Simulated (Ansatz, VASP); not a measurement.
## One calculation of Ga, two programs

```
CELL_PARAMETERS angstrom
-2.71800 2.50322 1.47460
2.50322 -2.71800 1.47460
3.12562 3.12562 -1.86797
ATOMIC_POSITIONS crystal
Ga 0.99013 0.00987 0.00000
Ga 0.75987 0.24013 0.50000
```

Alike in both runs: task single point; functional BLYP; k mesh 15 × 15 × 9; occupations fermi-dirac, width 0.1 eV; no spin polarisation.

|  | VASP | Ansatz |
| --- | --- | --- |
| version | VASP 6.6.1 | Ansatz 0.2.0 |
| potentials or method | VASP PAW PBE potentials, release 64 (Ga_d), cutoff 520 eV | plane waves (420 eV) with PAW, scalar-relativistic |
| valence electrons in the cell | 26 | 26 |

```csv
,VASP,Ansatz,Ansatz less VASP
pressure (GPa),-1.0,-1.0,+0.01
"traceless stress, the component that is largest in VASP (GPa)",-0.29,-0.29,+0.009
```

VASP's potentials were made for PBE, not for BLYP.
